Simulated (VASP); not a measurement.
# GdN (Fm-3m) in VASP: notebook

Aim: see how the results for GdN move with the level of theory and the settings. Levels: PBEsol+U, PBE+U, r2SCAN+rVV10+U. Tasks: single point.

Everything below comes from runs of VASP 6.6.1. Logs are shortened: lines on timing, memory, paths and dates and some standing lists are left out, and cuts for length are marked.

## (1) The cell of the first run

Symmetry: Fm-3m, No. 225, cubic system. Conventional cell: a = 4.975 Å, b = 4.975 Å, c = 4.975 Å, α = 90.00°, β = 90.00°, γ = 90.00°. Gd (site symmetry m-3m) has 6 N at 2.49 Å within 3.3 Å. N (site symmetry m-3m) has 6 Gd at 2.49 Å within 3.3 Å.

## (2) Single point, PBEsol+U, collinear spin, ferrimagnetic start (volume scaled by 1.02)

INCAR

```
  ALGO = Normal
  EDIFF = 1E-6
  ENCUT = 520
  GGA = PS
  ISIF = 2
  ISMEAR = 0
  ISPIN = 2
  LASPH = True
  LCHARG = False
  LDAU = True
  LDAUJ = 0 0
  LDAUL = 3 -1
  LDAUPRINT = 1
  LDAUTYPE = 2
  LDAUU = 6 0
  LMAXMIX = 6
  LORBIT = 11
  LREAL = False
  LWAVE = False
  MAGMOM = 7.62 -0.16
  NBANDS = 22
  NELM = 150
  PREC = Accurate
  SIGMA = 0.05
```

KPOINTS

```
k-points
0
Gamma
  8 8 8
```

POSCAR

```
GdN
1.0
    0.0000000000      2.4874438482      2.4874438482
    2.4874438482      0.0000000000      2.4874438482
    2.4874438482      2.4874438482      0.0000000000
Gd N
1 1
Direct
    0.5000000000      0.5000000000      0.5000000000
    0.0000000000      0.0000000000      0.0000000000
```

Potentials or basis: VASP PAW PBE potentials, release 64 (Gd, N).

On the command line:

```sh
> cat potpaw_PBE.64/Gd/POTCAR potpaw_PBE.64/N/POTCAR > POTCAR
> mpirun -np 1 vasp_std > vasp.out
```

OUTCAR:

```text
EDIFF = 1E-6
   ENCUT = 520
   GGA = PS
   ISIF = 2
   ISMEAR = 0
   ISPIN = 2
   LASPH = True
   LORBIT = 11
   LREAL = False
   NELM = 150
   PREC = Accurate

 ion  position               nearest neighbor table
   1  0.500  0.500  0.500-   2 2.49   2 2.49   2 2.49   2 2.49   2 2.49   2 2.49
   2  0.000  0.000  0.000-   1 2.49   1 2.49   1 2.49   1 2.49   1 2.49   1 2.49

  LATTYP: Found a face centered cubic cell.
 ALAT       =     4.9748876964

  Lattice vectors:

 A1 = (   0.0000000000,   2.4874438482,   2.4874438482)
 A2 = (   2.4874438482,   0.0000000000,   2.4874438482)
 A3 = (   2.4874438482,   2.4874438482,   0.0000000000)

Analysis of symmetry for initial positions (statically):
=====================================================================
 Subroutine PRICEL returns:
 Original cell was already a primitive cell.

 Routine SETGRP: Setting up the symmetry group for a
 face centered cubic supercell.

 Subroutine GETGRP returns: Found 48 space group operations
 (whereof 48 operations were pure point group operations)
 out of a pool of 48 trial point group operations.

The static configuration has the point symmetry O_h .

Analysis of symmetry for dynamics (positions and initial velocities):
=====================================================================
 Subroutine PRICEL returns:
 Original cell was already a primitive cell.

 Routine SETGRP: Setting up the symmetry group for a
 face centered cubic supercell.

 Subroutine GETGRP returns: Found 48 space group operations
 (whereof 48 operations were pure point group operations)
 out of a pool of 48 trial point group operations.

The dynamic configuration has the point symmetry O_h .

Analysis of structural, dynamic, and magnetic symmetry:
=====================================================================
 Subroutine PRICEL returns:
 Original cell was already a primitive cell.

 Routine SETGRP: Setting up the symmetry group for a
 face centered cubic supercell.

 Subroutine GETGRP returns: Found 48 space group operations
 (whereof 48 operations were pure point group operations)
 out of a pool of 48 trial point group operations.

The overall configuration has the point symmetry O_h .

 Subroutine INISYM returns: Found 48 space group operations
 (whereof 48 operations are pure point group operations),
 and found     1 'primitive' translations

----------------------------------------------------------------------------------------

                                     Primitive cell

  volume of cell :      30.7815

  direct lattice vectors                    reciprocal lattice vectors
     0.000000000  2.487443848  2.487443848    -0.201009563  0.201009563  0.201009563
     2.487443848  0.000000000  2.487443848     0.201009563 -0.201009563  0.201009563
     2.487443848  2.487443848  0.000000000     0.201009563  0.201009563 -0.201009563

  length of vectors
     3.517776826  3.517776826  3.517776826     0.348158775  0.348158775  0.348158775

  position of ions in fractional coordinates (direct lattice)
     0.500000000  0.500000000  0.500000000
     0.000000000  0.000000000  0.000000000

  ion indices of the primitive-cell ions
   primitive index   ion index
                 1           1
                 2           2

----------------------------------------------------------------------------------------

 KPOINTS: k-points

Automatic generation of k-mesh.
 Grid dimensions read from file:
 generate k-points for:    8    8    8

 Generating k-lattice:

  Cartesian coordinates                     Fractional coordinates (reciprocal lattice)
    -0.025126195  0.025126195  0.025126195     0.125000000  0.000000000  0.000000000
     0.025126195 -0.025126195  0.025126195     0.000000000  0.125000000  0.000000000
     0.025126195  0.025126195 -0.025126195     0.000000000  0.000000000  0.125000000

  Length of vectors
[... 55 lines left out ...]
   EDIFF  = 0.1E-05   stopping-criterion for ELM
   LREAL  =      F    real-space projection
   EDIFFG = 0.1E-04   stopping-criterion for IOM
   NSW    =      0    number of steps for IOM
   IBRION =     -1    ionic relax: 0-MD 1-quasi-New 2-CG
   NFREE  =      0    steps in history (QN), initial steepest desc. (CG)
   ISIF   =      2    stress and relaxation
   ISYM   =      2    0-nonsym 1-usesym 2-fastsym
   POTIM  = 0.5000    time-step for ionic-motion
   TEBEG  =    0.0;   TEEND  =   0.0 temperature during run
   PSTRESS=    0.0 pullay stress
   NELECT =      23.0000    total number of electrons
   NUPDOWN=      -1.0000    fix difference up-down
   EMIN   =  10.00;   EMAX   =-10.00  energy-range for DOS
   EFERMI =   0.00;   METHOD = LEGACY
   ISMEAR =     0;   SIGMA  =   0.05  broadening in eV -4-tet -1-fermi 0-gaus
   EFERMI_NEDOS =   21; number of points for ismear=-14 and -15
   IALGO  =     38    algorithm
   IMIX   =      4    mixing-type and parameters
     AMIX     =   0.40;   BMIX     =  1.00
     AMIX_MAG =   1.60;   BMIX_MAG =  1.00
  volume/ion in A,a.u.               =      15.39       103.86
  Fermi-wavevector in a.u.,A,eV,Ry     =   1.485551  2.807284 30.026167  2.206861
  Thomas-Fermi vector in A             =   2.598948
   LORBIT       =     11    0 simple, 1 ext, 2 COOP (PROOUT), +10 PAW based schemes
 LDA+U is selected, type is set to LDAUTYPE =  2
   angular momentum for each species LDAUL =     3   -1
   U (eV)           for each species LDAUU =   6.0  0.0
   J (eV)           for each species LDAUJ =   0.0  0.0
   GGA     = PS    functional components
   LHFCALC =     F    Hartree Fock is set to
   AEXX    =    0.0000 exact exchange contribution
   IVDW    =     0    specifies the selected vdW correction
   LEPSILON=     F    determine dielectric tensor
   LRPA    =     F    only Hartree local field effects (RPA)
 spin polarized calculation
 Gauss-broadening in eV      SIGMA  =   0.05
  energy-cutoff  :      520.00
  volume of cell :       30.78
 maximum number of plane-waves:       869
 NGX is ok and might be reduce to    28
   NGX = 13   NGY = 13   NGZ = 13

atom =   1  type =  1  l = 3

 onsite density matrix

spin component  1

  0.9915  0.0000  0.0011 -0.0000 -0.0000  0.0000  0.0000
  0.0000  0.9888 -0.0000  0.0000  0.0000  0.0000 -0.0000
  0.0011 -0.0000  0.9910  0.0000  0.0000  0.0000  0.0000
 -0.0000  0.0000  0.0000  0.9924  0.0000 -0.0000  0.0000
 -0.0000  0.0000  0.0000  0.0000  0.9910  0.0000 -0.0011
  0.0000  0.0000  0.0000 -0.0000  0.0000  0.9901 -0.0000
  0.0000 -0.0000  0.0000  0.0000 -0.0011 -0.0000  0.9915

spin component  2

  0.0078 -0.0000  0.0034 -0.0000  0.0000  0.0000 -0.0000
 -0.0000  0.0004  0.0000 -0.0000 -0.0000 -0.0000  0.0000
  0.0034  0.0000  0.0061  0.0000  0.0000 -0.0000  0.0000
 -0.0000 -0.0000  0.0000  0.0104  0.0000  0.0000  0.0000
  0.0000 -0.0000  0.0000  0.0000  0.0061  0.0000 -0.0034
  0.0000 -0.0000 -0.0000  0.0000  0.0000  0.0035  0.0000
 -0.0000  0.0000  0.0000  0.0000 -0.0034  0.0000  0.0078

 occupancies and eigenvectors

  o =  0.0004  v =  0.0000  0.0000  0.0000  0.0000  0.0000  0.0000  0.0000 -0.0000 -1.0000  0.0000 -0.0000  0.0000  0.0000  0.0000      0.0000  0.0000  0.0000  0.0000  0.0000  0.0000  0.0000  0.0000  0.0000  0.0000  0.0000  0.0000  0.0000  0.0000
  o =  0.0035  v =  0.0000  0.0000  0.0000  0.0000  0.0000  0.0000  0.0000 -0.0000  0.0000  0.0000 -0.0000  0.7906  0.0003  0.6124      0.0000  0.0000  0.0000  0.0000  0.0000  0.0000  0.0000  0.0000  0.0000  0.0000  0.0000  0.0000  0.0000  0.0000
  o =  0.0035  v =  0.0000  0.0000  0.0000  0.0000  0.0000  0.0000  0.0000  0.0004 -0.0000 -0.0005  0.0000  0.0002 -1.0000  0.0002      0.0000  0.0000  0.0000  0.0000  0.0000  0.0000  0.0000  0.0000  0.0000  0.0000  0.0000  0.0000  0.0000  0.0000
  o =  0.0035  v =  0.0000  0.0000  0.0000  0.0000  0.0000  0.0000  0.0000  0.6124 -0.0000 -0.7906  0.0000  0.0000  0.0007  0.0000      0.0000  0.0000  0.0000  0.0000  0.0000  0.0000  0.0000  0.0000  0.0000  0.0000  0.0000  0.0000  0.0000  0.0000
  o =  0.0104  v =  0.0000  0.0000  0.0000  0.0000  0.0000  0.0000  0.0000 -0.0003  0.0000 -0.0002 -1.0000 -0.0009 -0.0000  0.0012      0.0000  0.0000  0.0000  0.0000  0.0000  0.0000  0.0000  0.0000  0.0000  0.0000  0.0000  0.0000  0.0000  0.0000
  o =  0.0104  v =  0.0000  0.0000  0.0000  0.0000  0.0000  0.0000  0.0000  0.0007  0.0000  0.0005  0.0015 -0.6124 -0.0000  0.7906      0.0000  0.0000  0.0000  0.0000  0.0000  0.0000  0.0000  0.0000  0.0000  0.0000  0.0000  0.0000  0.0000  0.0000
  o =  0.0104  v =  0.0000  0.0000  0.0000  0.0000  0.0000  0.0000  0.0000  0.7906 -0.0000  0.6124 -0.0003  0.0005 -0.0000 -0.0007      0.0000  0.0000  0.0000  0.0000  0.0000  0.0000  0.0000  0.0000  0.0000  0.0000  0.0000  0.0000  0.0000  0.0000
  o =  0.9888  v =  0.0000  1.0000 -0.0000 -0.0000 -0.0000 -0.0000 -0.0000  0.0000  0.0000  0.0000  0.0000  0.0000  0.0000  0.0000      0.0000  0.0000  0.0000  0.0000  0.0000  0.0000  0.0000  0.0000  0.0000  0.0000  0.0000  0.0000  0.0000  0.0000
  o =  0.9901  v = -0.6124  0.0000  0.7906 -0.0000 -0.0003 -0.0001 -0.0002  0.0000  0.0000  0.0000  0.0000  0.0000  0.0000  0.0000      0.0000  0.0000  0.0000  0.0000  0.0000  0.0000  0.0000  0.0000  0.0000  0.0000  0.0000  0.0000  0.0000  0.0000
  o =  0.9901  v = -0.0001  0.0000  0.0001 -0.0000  0.4809 -0.7937  0.3725  0.0000  0.0000  0.0000  0.0000  0.0000  0.0000  0.0000      0.0000  0.0000  0.0000  0.0000  0.0000  0.0000  0.0000  0.0000  0.0000  0.0000  0.0000  0.0000  0.0000  0.0000
  o =  0.9901  v = -0.0002  0.0000  0.0003 -0.0000  0.6275  0.6083  0.4861  0.0000  0.0000  0.0000  0.0000  0.0000  0.0000  0.0000      0.0000  0.0000  0.0000  0.0000  0.0000  0.0000  0.0000  0.0000  0.0000  0.0000  0.0000  0.0000  0.0000  0.0000
  o =  0.9924  v =  0.7906  0.0000  0.6124 -0.0000  0.0000  0.0000  0.0000  0.0000  0.0000  0.0000  0.0000  0.0000  0.0000  0.0000      0.0000  0.0000  0.0000  0.0000  0.0000  0.0000  0.0000  0.0000  0.0000  0.0000  0.0000  0.0000  0.0000  0.0000
  o =  0.9924  v = -0.0000  0.0000  0.0000  0.9999  0.0080  0.0000 -0.0103  0.0000  0.0000  0.0000  0.0000  0.0000  0.0000  0.0000      0.0000  0.0000  0.0000  0.0000  0.0000  0.0000  0.0000  0.0000  0.0000  0.0000  0.0000  0.0000  0.0000  0.0000
  o =  0.9924  v =  0.0000 -0.0000 -0.0000  0.0130 -0.6123  0.0000  0.7905  0.0000  0.0000  0.0000  0.0000  0.0000  0.0000  0.0000      0.0000  0.0000  0.0000  0.0000  0.0000  0.0000  0.0000  0.0000  0.0000  0.0000  0.0000  0.0000  0.0000  0.0000

 number of electron      23.0000006 magnetization       6.9999945

 Free energy of the ion-electron system (eV)
  ---------------------------------------------------
  ext. energy  EPLUGINS =         0.00000000
  ---------------------------------------------------
  free energy    TOTEN  =       -23.64216273 eV

  energy without entropy =      -23.64170616  energy(sigma->0) =      -23.64193444

 E-fermi :   3.5702     XC(G=0): -11.8320

 val. band max:        3.5666804427   @ k =   0.3750   0.3750   0.0000
 cond. band min:       3.8838458247   @ k =   0.0000   0.0000   0.0000
 fundamental gap:      0.3171653820
 Fermi energy:         3.5701514513

 spin component 1

 k-point     1 :       0.0000    0.0000    0.0000
  band No.  band energies     occupation
      1     -39.9254      1.00000
      2     -16.9177      1.00000
      3     -16.9177      1.00000
      4     -16.9177      1.00000
      5      -9.1523      1.00000
      6      -2.4904      1.00000
[... 1193 lines left out ...]
     21      15.7389      0.00000
     22      16.5802      0.00000

 [... further k-points ...]
[... 5 lines left out ...]
  --------------------------------------------------------------------------------------
  -------------------------------------------------------------------------------------
  Total       -0.4714451     -0.4714451     -0.4714451      0.0000000      0.0000000     -0.0000000
  in kB      -24.5387184    -24.5387184    -24.5387184      0.0000000      0.0000000     -0.0000000
  external PRESSURE =     -24.5387184 kB  Pullay stress =       0.0000000 kB

 VOLUME and BASIS-vectors are now :
 -----------------------------------------------------------------------------
  energy-cutoff  :      520.00
  volume of cell :       30.78
      direct lattice vectors                 reciprocal lattice vectors
     0.000000000  2.487443848  2.487443848    -0.201009563  0.201009563  0.201009563
     2.487443848  0.000000000  2.487443848     0.201009563 -0.201009563  0.201009563
     2.487443848  2.487443848  0.000000000     0.201009563  0.201009563 -0.201009563

 POSITION                                       TOTAL-FORCE (eV/Angst)
 -----------------------------------------------------------------------------------
      2.48744      2.48744      2.48744        -0.000000      0.000000     -0.000000
      0.00000      0.00000      0.00000         0.000000     -0.000000      0.000000
 -----------------------------------------------------------------------------------
    total drift:                                0.000000      0.000000      0.000000

  FREE ENERGIE OF THE ION-ELECTRON SYSTEM (eV)
  ---------------------------------------------------
  free  energy   TOTEN  =       -23.6421627311 eV

  energy  without entropy=      -23.6417061554  energy(sigma->0) =      -23.64193444

 total charge

# of ion       s       p       d       f       tot
--------------------------------------------------
    1        2.033   5.650   0.551   6.971  15.206
    2        1.243   2.375   0.000   0.000   3.618
--------------------------------------------------
tot          3.276   8.025   0.551   6.971  18.824

 magnetization (x)

# of ion       s       p       d       f       tot
--------------------------------------------------
    1       -0.004  -0.075   0.072   6.890   6.882
    2       -0.010  -0.107   0.000   0.000  -0.116
--------------------------------------------------
tot         -0.014  -0.182   0.072   6.890   6.765
```

It took 61 s on 1 thread of Intel Xeon Platinum 8488C (Sapphire Rapids), shared host; peak memory 0.2 GiB.

What came out:

* Free energy: -23.6422 eV
* Pressure: -2.5 GPa
* Band gap on the k mesh: zero (filled and empty bands overlap)
* Net moment: 7.00 μB per cell
* Site moments: Gd +6.88; N -0.12 μB
* Valence electrons inside the program's atomic spheres: Gd 15.21; N 3.62

Eigenvalues of the final occupation matrices:
| site | spin | trace | eigenvalues |
| --- | --- | --- | --- |
| site 1 f | 1 | 6.94 | 0.99 0.99 0.99 0.99 0.99 0.99 0.99 |
| site 1 f | 2 | 0.04 | 0.00 0.00 0.00 0.00 0.01 0.01 0.01 |

Caveat: the cell differs from its parent crystal (volume scaled by 1.02); the PAW data sets were made with another functional, which shifts forces and pressure a little; spin-orbit coupling is left out, which moves the levels of the heavy elements; a cell with one magnetic atom can't hold antiferromagnetic order, which such compounds often take.

## (3) Single point, PBE+U, collinear spin, ferromagnetic start

This run uses another cell than the first one, of 15.62 Å³/atom, 1.015 times its volume.

INCAR

```
SYSTEM = GdN
PREC = Accurate ; ENCUT = 520
EDIFF = 1E-6 ; ISMEAR = 0
SIGMA = 0.05 ; LREAL = .FALSE.
LASPH = .TRUE. ; NELM = 150
ALGO = Normal ; ISIF = 2
LWAVE = .FALSE. ; LCHARG = .FALSE.
ISPIN = 2 ; MAGMOM = 7 0
LORBIT = 11 ; LMAXMIX = 6
LDAU = .TRUE. ; LDAUTYPE = 2
LDAUL = 3 -1 ; LDAUU = 6 0
LDAUJ = 0 0 ; LDAUPRINT = 1
GGA = PE ; NBANDS = 22
```

KPOINTS

```
Automatic mesh
0
G
  8 8 8
  0 0 0
```

POSCAR

```
GdN
1.0
    0.0000000000      2.4994985661      2.4994985661
    2.4994985661      0.0000000000      2.4994985661
    2.4994985661      2.4994985661      0.0000000000
Gd N
1 1
Direct
    0.5000000000      0.5000000000      0.5000000000
    0.0000000000      0.0000000000      0.0000000000
```

Potentials or basis: VASP PAW PBE potentials, release 64 (Gd, N).

On the command line:

```sh
> cat potpaw_PBE.64/Gd/POTCAR potpaw_PBE.64/N/POTCAR > POTCAR
> mpirun -np 1 vasp_std > vasp.out
```

Run time: 61 s. Hardware: 1 thread of Intel Xeon Platinum 8488C (Sapphire Rapids), shared host; peak memory 0.2 GiB.

The run converged. Its results:

| Quantity | Value |
| --- | --- |
| Free energy | -22.8106 eV |
| Pressure | 0.8 GPa |
| Band gap on the k mesh | zero (filled and empty bands overlap) |
| Net moment | 7.00 μB per cell |
| Site moments | Gd +6.87; N -0.11 μB |
| Valence electrons inside the program's atomic spheres | Gd 15.21; N 3.63 |

Levels at points of the mesh, in eV from the Fermi level:
Spin up:
```csv
k point,band 11,band 12,band 13,band 14,band 15,band 16,band 17,band 18,band 19,band 20
"(0.00, 0.00, 0.00)",-6.03,-6.03,0.26,0.26,0.26,2.67,2.67,2.67,3.37,4.76
"(0.50, 0.00, 0.00)",-6.02,-5.99,-4.13,-2.32,-2.32,5.28,6.00,6.00,6.67,10.05
"(0.50, 0.50, 0.00)",-6.09,-6.07,-1.23,-0.26,-0.13,-0.13,6.61,6.65,7.68,7.68
```
Spin down:
| k point | band 6 | band 7 | band 8 | band 9 | band 10 | band 11 |
| --- | --- | --- | --- | --- | --- | --- |
| (0.00, 0.00, 0.00) | -0.31 | -0.31 | -0.31 | 3.48 | 3.48 | 3.48 |
| (0.50, 0.00, 0.00) | -3.89 | -2.23 | -2.23 | 4.53 | 4.90 | 4.90 |
| (0.50, 0.50, 0.00) | -0.93 | -0.39 | -0.39 | 0.39 | 4.97 | 5.00 |

Eigenvalues of the final occupation matrices:
```tsv
site	spin	trace	eigenvalues
site 1 f	1	6.94	0.99 0.99 0.99 0.99 0.99 0.99 0.99
site 1 f	2	0.04	0.00 0.00 0.00 0.00 0.01 0.01 0.01
```

Caveat: spin-orbit coupling is left out, which moves the levels of the heavy elements; a cell with one magnetic atom can't hold antiferromagnetic order, which such compounds often take. The state reached can hang on the start; a lower one may exist.

(Part 1 of 2 ends here.)
